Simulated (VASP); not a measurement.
# La (Fd-3m) in VASP: single point with PBE

Aim: the single point of La with PBE.

All numbers are computed with VASP 6.6.1; they aren't measurements. Logs are shortened: lines on timing, memory, paths and dates and some standing lists are left out, and cuts for length are marked.

### 1 The cell of the first run

It takes space group Fd-3m (No. 227, cubic). Conventional cell: a = 6.687 Å, b = 6.687 Å, c = 6.687 Å, α = 90.00°, β = 90.00°, γ = 90.00°. La (site symmetry -43m) has 4 La at 2.90 Å within 3.8 Å.

### 2 Single point, PBE

Input file INCAR:

```
SYSTEM = La
PREC = Accurate ; ENCUT = 520
EDIFF = 1E-6 ; ISMEAR = -1
SIGMA = 0.1 ; LREAL = .FALSE.
LASPH = .TRUE. ; NELM = 80
ALGO = Normal ; ISIF = 2
LWAVE = .FALSE. ; LCHARG = .TRUE.
GGA = PE ; LELF = .TRUE.
LVHAR = .TRUE. ; NBANDS = 18
```

Input file KPOINTS:

```
regular mesh
0
G
  4 4 4
  0 0 0
```

Input file POSCAR:

```
La
1.0
    0.0000000000      3.3435070880      3.3435070880
    3.3435070880      0.0000000000      3.3435070880
    3.3435070880      3.3435070880      0.0000000000
La
2
Direct
    0.1250000000      0.1250000000      0.1250000000
    0.8750000000      0.8750000000      0.8750000000
```

Potentials or basis: VASP PAW PBE potentials, release 64 (La).

Launch:

```bash
$ cat potpaw_PBE.64/La/POTCAR > POTCAR
$ mpirun -np 1 vasp_std > vasp.out
```

OUTCAR:

```text
SYSTEM = La
   PREC = Accurate
   ENCUT = 520
   EDIFF = 1E-6
   ISMEAR = -1
   LREAL = .FALSE.
   LASPH = .TRUE.
   NELM = 80
   ISIF = 2
   GGA = PE

 ion  position               nearest neighbor table
   1  0.125  0.125  0.125-   2 2.90   2 2.90   2 2.90   2 2.90
   2  0.875  0.875  0.875-   1 2.90   1 2.90   1 2.90   1 2.90

  LATTYP: Found a face centered cubic cell.
 ALAT       =     6.6870141760

  Lattice vectors:

 A1 = (   0.0000000000,   3.3435070880,   3.3435070880)
 A2 = (   3.3435070880,   0.0000000000,   3.3435070880)
 A3 = (   3.3435070880,   3.3435070880,   0.0000000000)

Analysis of symmetry for initial positions (statically):
=====================================================================
 Subroutine PRICEL returns:
 Original cell was already a primitive cell.

 Routine SETGRP: Setting up the symmetry group for a
 face centered cubic supercell.

 Subroutine GETGRP returns: Found 48 space group operations
 (whereof 12 operations were pure point group operations)
 out of a pool of 48 trial point group operations.

The static configuration has the point symmetry D_3d.
 The point group associated with its full space group is O_h .

Analysis of symmetry for dynamics (positions and initial velocities):
=====================================================================
 Subroutine PRICEL returns:
 Original cell was already a primitive cell.

 Routine SETGRP: Setting up the symmetry group for a
 face centered cubic supercell.

 Subroutine GETGRP returns: Found 48 space group operations
 (whereof 12 operations were pure point group operations)
 out of a pool of 48 trial point group operations.

The dynamic configuration has the point symmetry D_3d.
 The point group associated with its full space group is O_h .

 Subroutine INISYM returns: Found 48 space group operations
 (whereof 12 operations are pure point group operations),
 and found     1 'primitive' translations

----------------------------------------------------------------------------------------

                                     Primitive cell

  volume of cell :      74.7544

  direct lattice vectors                    reciprocal lattice vectors
     0.000000000  3.343507088  3.343507088    -0.149543574  0.149543574  0.149543574
     3.343507088  0.000000000  3.343507088     0.149543574 -0.149543574  0.149543574
     3.343507088  3.343507088  0.000000000     0.149543574  0.149543574 -0.149543574

[... 62 lines left out ...]
   LSORBIT =      F    spin-orbit coupling
   LASPH  =      T    aspherical Exc in radial PAW
   ENCUT  =  520.0 eV  38.22 Ry    6.18 a.u.   8.79  8.79  8.79*2*pi/ulx,y,z
   NELM   =     80;   NELMIN=  2; NELMDL= -5     # of ELM steps
   EDIFF  = 0.1E-05   stopping-criterion for ELM
   LREAL  =      F    real-space projection
   EDIFFG = 0.1E-04   stopping-criterion for IOM
   NSW    =      0    number of steps for IOM
   IBRION =     -1    ionic relax: 0-MD 1-quasi-New 2-CG
   NFREE  =      0    steps in history (QN), initial steepest desc. (CG)
   ISIF   =      2    stress and relaxation
   ISYM   =      2    0-nonsym 1-usesym 2-fastsym
   POTIM  = 0.5000    time-step for ionic-motion
   TEBEG  =    0.0;   TEEND  =   0.0 temperature during run
   PSTRESS=    0.0 pullay stress
   NELECT =      22.0000    total number of electrons
   NUPDOWN=      -1.0000    fix difference up-down
   EMIN   =  10.00;   EMAX   =-10.00  energy-range for DOS
   EFERMI =   0.00;   METHOD = LEGACY
   ISMEAR =    -1;   SIGMA  =   0.10  broadening in eV -4-tet -1-fermi 0-gaus
   EFERMI_NEDOS =   21; number of points for ismear=-14 and -15
   IALGO  =     38    algorithm
   IMIX   =      4    mixing-type and parameters
     AMIX     =   0.40;   BMIX     =  1.00
     AMIX_MAG =   1.60;   BMIX_MAG =  1.00
  volume/ion in A,a.u.               =      37.38       252.23
  Fermi-wavevector in a.u.,A,eV,Ry     =   1.088939  2.057796 16.133622  1.185788
  Thomas-Fermi vector in A             =   2.225131
   LORBIT       =      0    0 simple, 1 ext, 2 COOP (PROOUT), +10 PAW based schemes
   GGA     = PE    functional components
   LHFCALC =     F    Hartree Fock is set to
   AEXX    =    0.0000 exact exchange contribution
   IVDW    =     0    specifies the selected vdW correction
   LEPSILON=     F    determine dielectric tensor
   LRPA    =     F    only Hartree local field effects (RPA)
 non-spin polarized calculation
  energy-cutoff  :      520.00
  volume of cell :       74.75
 maximum number of plane-waves:      2044
   NGX = 17   NGY = 17   NGZ = 17

 number of electron      22.0000000 magnetization

 Free energy of the ion-electron system (eV)
  ---------------------------------------------------
  ext. energy  EPLUGINS =         0.00000000
  ---------------------------------------------------
  free energy    TOTEN  =        -7.79788856 eV

  energy without entropy =       -7.72390077  energy(sigma->0) =       -7.76089466

 E-fermi :   7.3207     XC(G=0):  -9.2749

 val. band max:        7.2866127894   @ k =   0.5000   0.5000   0.0000
 cond. band min:       7.4614247772   @ k =   0.5000   0.0000   0.0000
 fundamental gap:      0.1748119878
 Fermi energy:         7.3207048004

 k-point     1 :       0.0000    0.0000    0.0000
  band No.  band energies     occupation
      1     -26.1726      2.00000
      2     -24.4996      2.00000
      3     -10.3560      2.00000
      4     -10.3560      2.00000
      5     -10.3560      2.00000
      6      -8.2528      2.00000
[... 145 lines left out ...]
      5      -9.1917      2.00000
      6      -9.1917      2.00000
[... 10 lines left out ...]
     17       9.3329      0.00000
     18       9.3332      0.00000

------------------------ aborting loop because EDIFF is reached ----------------------------------------

  FORCE on cell =-STRESS in cart. coord.  units (eV):
  Direction    XX          YY          ZZ          XY          YZ          ZX
  --------------------------------------------------------------------------------------
  -------------------------------------------------------------------------------------
  Total        0.0798001      0.0798001      0.0798001      0.0000000      0.0000000      0.0000000
  in kB        1.7103198      1.7103198      1.7103198      0.0000000      0.0000000      0.0000000
  external PRESSURE =       1.7103198 kB  Pullay stress =       0.0000000 kB

 VOLUME and BASIS-vectors are now :
 -----------------------------------------------------------------------------
  energy-cutoff  :      520.00
  volume of cell :       74.75
      direct lattice vectors                 reciprocal lattice vectors
     0.000000000  3.343507088  3.343507088    -0.149543574  0.149543574  0.149543574
     3.343507088  0.000000000  3.343507088     0.149543574 -0.149543574  0.149543574
     3.343507088  3.343507088  0.000000000     0.149543574  0.149543574 -0.149543574

 POSITION                                       TOTAL-FORCE (eV/Angst)
 -----------------------------------------------------------------------------------
      0.83588      0.83588      0.83588        -0.000000      0.000000     -0.000000
      5.85114      5.85114      5.85114         0.000000      0.000000      0.000000
 -----------------------------------------------------------------------------------
    total drift:                               -0.000000      0.000000      0.000000

  FREE ENERGIE OF THE ION-ELECTRON SYSTEM (eV)
  ---------------------------------------------------
  free  energy   TOTEN  =        -7.7978885554 eV

  energy  without entropy=       -7.7239007651  energy(sigma->0) =       -7.76089466
```

OSZICAR:

```text
N       E                     dE             d eps       ncg     rms          rms(c)
DAV:   1     0.260911471434E+03    0.26091E+03   -0.75597E+03   296   0.164E+03
DAV:   2     0.330994237207E+02   -0.22781E+03   -0.22448E+03   408   0.296E+02
DAV:   3    -0.451375602755E+01   -0.37613E+02   -0.36763E+02   488   0.140E+02
DAV:   4    -0.798716318259E+01   -0.34734E+01   -0.34305E+01   568   0.421E+01
DAV:   5    -0.826872006470E+01   -0.28156E+00   -0.28064E+00   496   0.111E+01    0.620E+00
DAV:   6    -0.787740380805E+01    0.39132E+00   -0.13697E+00   568   0.993E+00    0.396E+00
DAV:   7    -0.780779787746E+01    0.69606E-01   -0.25159E-01   576   0.347E+00    0.131E+00
DAV:   8    -0.779775951475E+01    0.10038E-01   -0.34066E-02   576   0.184E+00    0.130E-01
DAV:   9    -0.779785847153E+01   -0.98957E-04   -0.21291E-03   528   0.368E-01    0.741E-02
DAV:  10    -0.779788542410E+01   -0.26953E-04   -0.27938E-04   576   0.159E-01    0.137E-02
DAV:  11    -0.779788680141E+01   -0.13773E-05   -0.17932E-05   512   0.308E-02    0.646E-03
DAV:  12    -0.779788863792E+01   -0.18365E-05   -0.25680E-06   488   0.138E-02    0.148E-03
DAV:  13    -0.779788855539E+01    0.82532E-07   -0.23167E-07   368   0.923E-03
   1 F= -.77978886E+01 E0= -.77608947E+01  d E =-.739878E-01
```

stdout:

```text
POSCAR found type information on POSCAR La
 POSCAR found :  1 types and       2 ions
 scaLAPACK will be used
 LDA part: xc-table for (Slater+PW92), standard interpolation
 POSCAR, INCAR and KPOINTS ok, starting setup
 FFT: planning ... GRIDC
 FFT: planning ... GRID_SOFT
 FFT: planning ... GRID
 WAVECAR not read
 entering main loop
```

Run time: 16 s. Hardware: 1 thread of Intel Xeon Platinum 8375C at 2.90GHz (Ice Lake), shared host; peak memory 0.2 GiB.

What came out:

```
Free energy            : -7.7979 eV
Pressure               : 0.2 GPa
Band gap on the k mesh : zero (band 11 reaches 7.48 eV, above the bottom of band 12 at 7.19 eV)
```

Levels at points of the mesh, in eV from the Fermi level:
```
           k point  band 9  band 10  band 11  band 12  band 13  band 14
(0.00, 0.00, 0.00)   -2.29    -0.65    -0.65     0.97     0.97     0.97
(0.50, 0.00, 0.00)   -1.07    -0.52    -0.52    -0.13     0.14     0.14
(0.50, 0.50, 0.00)   -1.62    -1.62    -0.03    -0.03     0.83     0.83
```

Caveat: the k points lie up to 0.41 Å⁻¹ apart; spin-orbit coupling is left out, which moves the levels of the heavy elements.
